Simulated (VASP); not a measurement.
A run of VASP 6.6.1:

Contents of INCAR:

```
PREC     = Accurate       # precision mode
ENCUT    = 600            # plane-wave cutoff, eV
EDIFF    = 1E-6           # SCF threshold, eV
ISMEAR   = 0              # smearing method
SIGMA    = 0.1            # smearing width, eV
LREAL    = F              # projectors in reciprocal space
LASPH    = T              # aspherical terms in the spheres
NELM     = 100            # most SCF steps
ALGO     = Normal         # electronic algorithm
ISIF     = 3              # what is computed and relaxed
LWAVE    = F              # write WAVECAR
LCHARG   = F              # write CHGCAR
GGA      = PE             # functional
IBRION   = 2              # ionic algorithm
NSW      = 100            # ionic steps
EDIFFG   = -0.01          # ionic threshold
```

File KPOINTS:

```
Automatic mesh
0
Gamma
  12 12 12
```

Contents of POSCAR:

```
Ti2H7
1.0
    0.0000000000      2.9202903335      2.9202903335
    2.9202903335      0.0000000000      2.9202903335
    2.9202903335      2.9202903335      0.0000000000
Ti H
2 7
Direct
    0.2500000000      0.2500000000      0.2500000000
    0.7500000000      0.7500000000      0.7500000000
    0.2411288476      0.7588711524      0.7588711524
    0.7588711524      0.2411288476      0.2411288476
    0.7588711524      0.2411288476      0.7588711524
    0.2411288476      0.7588711524      0.2411288476
    0.7588711524      0.7588711524      0.2411288476
    0.2411288476      0.2411288476      0.7588711524
    0.5000000000      0.5000000000      0.5000000000
```

Potentials or basis: VASP PAW PBE potentials, release 64 (Ti_sv, H).

The run is started by

```sh
$ cat potpaw_PBE.64/Ti_sv/POTCAR potpaw_PBE.64/H/POTCAR > POTCAR
$ mpirun -np 1 vasp_std > vasp.out
```

Hardware: 1 thread of Intel(R) Xeon(R) 6975P-C (Granite Rapids), with other jobs on the host.

Question: How long does it take, and how much memory?

Answer: Wall time 48 s on 1 thread of Intel(R) Xeon(R) 6975P-C (Granite Rapids), with other jobs on the host, peak memory 0.24 GiB. Counts: scf iterations 14, k points 72, ion steps 1.
